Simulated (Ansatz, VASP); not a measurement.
CsPbBr3: VASP beside Ansatz

File INCAR:

```
ALGO = Normal
EDIFF = 1E-7
EDIFFG = -0.01
ENCUT = 500
GGA = PS
GGA_COMPAT = False
IBRION = 2
ISIF = 3
ISMEAR = 0
LASPH = True
LCHARG = False
LREAL = False
LWAVE = False
NELM = 120
NELMIN = 4
NSW = 80
PREC = Accurate
SIGMA = 0.02
```

The input KPOINTS:

```
k-points
0
Gamma
  6 6 6
```

File POSCAR:

```
CsPbBr3
1.0
    5.9394140154      0.0000000000      0.0000000000
    0.0000000000      5.9394140154      0.0000000000
    0.0000000000      0.0000000000      5.9394140154
Cs Pb Br
1 1 3
Direct
    0.5000000000      0.5000000000      0.5000000000
    0.0000000000      0.0000000000      0.0000000000
    0.0000000000      0.0000000000      0.5000000000
    0.0000000000      0.5000000000      0.0000000000
    0.5000000000      0.0000000000      0.0000000000
```

Input for Ansatz:

```yaml
crystal:
  lattice:
    - [5.9394140154, 0.0, 0.0]
    - [0.0, 5.9394140154, 0.0]
    - [0.0, 0.0, 5.9394140154]
  atoms:
    - { symbol: Cs, position: [0.5, 0.5, 0.5] }
    - { symbol: Pb, position: [0.0, 0.0, 0.0] }
    - { symbol: Br, position: [0.0, 0.0, 0.5] }
    - { symbol: Br, position: [0.0, 0.5, 0.0] }
    - { symbol: Br, position: [0.5, 0.0, 0.0] }
basis:
  ecutwfc: 420
kpoints:
  mp_grid: { grid: [6, 6, 6] }
hamiltonian:
  xc: pbesol
scf:
  occupations: { method: gaussian, width: 0.02 }
output:
  forces: true
  stress: true
  eigenvalues: true
relax:
  adjacent_minimum: "off"
  f_tol: 0.01
  max_steps: 60
  cell: { stress_tol: 0.1 }
```

Alike in both runs: task relaxation of cell and atoms; functional PBEsol; k mesh 6 × 6 × 6; occupations gaussian, width 0.02 eV; no spin polarisation.

|  | VASP | Ansatz |
| --- | --- | --- |
| version | VASP 6.6.1 | Ansatz 0.2.0 |
| potentials or method | VASP PAW PBE potentials, release 64 (Cs_sv, Pb_d, Br), cutoff 500 eV | scalar-relativistic, plane waves, PAW |
| valence electrons in the cell | 44 | 44 |

```csv
,VASP,Ansatz,Ansatz less VASP
"gap on the k mesh at the Fermi level, each at its own relaxed structure (eV)",1.43,1.43,-0.005
relaxed volume (Å³/atom),40.49,40.45,-0.037
relaxed cell length with the largest relative difference (Å),5.872,5.870,-0.0018
```

VASP's potentials were made for PBE, not for PBEsol.

Spin-orbit coupling is off throughout.
